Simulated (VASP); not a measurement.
Input of a VASP 6.6.1 run:

The input INCAR:

```
  PREC = Accurate
  ENCUT = 520
  EDIFF = 1E-6
  ISMEAR = 0
  SIGMA = 0.15
  LREAL = F
  LASPH = T
  NELM = 60
  ALGO = Normal
  ISIF = 2
  LWAVE = F
  LCHARG = F
  GGA = PS
  NBANDS = 16
```

File KPOINTS:

```
Automatic mesh
0
Gamma
  18 18 18
```

File POSCAR:

```
WC
1.0
    0.0000000000      2.1378669000      2.1378669000
    2.1378669000      0.0000000000      2.1378669000
    2.1378669000      2.1378669000      0.0000000000
W C
1 1
Direct
    0.0000000000      0.0000000000      0.0000000000
    0.5000000000      0.5000000000      0.5000000000
```

Potentials or basis: VASP PAW PBE potentials, release 64 (W_sv, C).

Command:

```console
$ cat potpaw_PBE.64/W_sv/POTCAR potpaw_PBE.64/C/POTCAR > POTCAR
$ mpirun -np 1 vasp_std > vasp.out
```

(1) Predict the pressure.

(2) Estimate the band gap on the k mesh.

## Answers

(1) 22.3 GPa.

(2) zero (bands 9 and 10 overlap by 3.56 eV).

Caveat: the cell differs from its parent crystal (strain -0.025 along x and y, -0.025 along z); the cell stands under pressure; the PAW data sets were made with another functional, which shifts forces and pressure a little; spin-orbit coupling is left out, which moves the levels of the heavy elements.
